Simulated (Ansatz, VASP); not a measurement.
# Two plane-wave programs on IrRu2

The input INCAR:

```
  PREC = Accurate
  ENCUT = 520
  EDIFF = 1E-6
  ISMEAR = 0
  SIGMA = 0.1
  LREAL = False
  LASPH = True
  NELM = 150
  ALGO = Normal
  ISIF = 2
  LWAVE = False
  LCHARG = True
  ISPIN = 2
  MAGMOM = 1 1 1 1 1 1
  LORBIT = 11
  LMAXMIX = 4
  GGA = PE
  LELF = True
  LVHAR = True
  NBANDS = 50
```

The input KPOINTS:

```
Automatic mesh
0
Gamma
  6 6 2
```

The input POSCAR:

```
IrRu2
1.0
    2.7600039530      0.0000000000      0.0000000000
   -1.3800019765      2.3902335378      0.0000000000
    0.0000000000      0.0000000000     12.7952584952
Ru Ir
4 2
Direct
    0.3333333333      0.6666666667      0.9189240941
    0.3333333333      0.6666666667      0.5810759059
    0.6666666667      0.3333333333      0.0810759059
    0.6666666667      0.3333333333      0.4189240941
    0.3333333333      0.6666666667      0.2500000000
    0.6666666667      0.3333333333      0.7500000000
```

Input for Ansatz:

```yaml
crystal:
  lattice:
    - [2.760003953, 0.0, 0.0]
    - [-1.3800019765, 2.3902335378, 0.0]
    - [0.0, 0.0, 12.7952584952]
  atoms:
    - { symbol: Ru, position: [0.3333333333, 0.6666666667, 0.9189240941], spin: 1.0 }
    - { symbol: Ru, position: [0.3333333333, 0.6666666667, 0.5810759059], spin: 1.0 }
    - { symbol: Ru, position: [0.6666666667, 0.3333333333, 0.0810759059], spin: 1.0 }
    - { symbol: Ru, position: [0.6666666667, 0.3333333333, 0.4189240941], spin: 1.0 }
    - { symbol: Ir, position: [0.3333333333, 0.6666666667, 0.25], spin: 1.0 }
    - { symbol: Ir, position: [0.6666666667, 0.3333333333, 0.75], spin: 1.0 }
basis:
  ecutwfc: 420
kpoints:
  mp_grid: { grid: [6, 6, 2] }
hamiltonian:
  xc: pbe
scf:
  occupations: { method: gaussian, width: 0.1 }
  lower_state_search: "off"
output:
  forces: true
  stress: true
  eigenvalues: true
  populations: true
magnetization:
  spin_polarized: true
```

Alike in both runs: task single point; functional PBE; k mesh 6 × 6 × 2; occupations gaussian, width 0.1 eV; collinear spin.

```csv
,VASP,Ansatz
version,VASP 6.6.1,Ansatz 0.2.0
potentials or method,"VASP PAW PBE potentials, release 64 (Ru_pv, Ir), cutoff 520 eV","scalar-relativistic, plane waves, PAW"
valence electrons in the cell,74,98
```

Ansatz gave:

| Item | Value |
| --- | --- |
| gap on the k mesh at the Fermi level (eV) | none |
| pressure (GPa) | -0.1 |
| traceless stress, the component that is largest in VASP (GPa) | -0.28 |
| rms of the force components (eV/Å) | 0.011 |
| net moment per atom (μB) | 0.00 |

Q: Which values does VASP return?

A: gap on the k mesh at the Fermi level (eV): none; pressure (GPa): 0.0; traceless stress, the component that is largest in VASP (GPa): -0.26; rms of the force components (eV/Å): 0.002; net moment per atom (μB): 0.00.

Atom by atom the forces differ by 0.009 eV/Å (rms over components). A gap of «none» marks a metal or a gap that the smearing closes. VASP's potentials hold 74 valence electrons a cell and Ansatz's 98, so a difference there can come from the potentials and not from the codes. Ansatz's warnings: seeded moment not kept.

The k mesh is coarse, so the values compare programs but aren't converged. Spin-orbit coupling is off throughout.
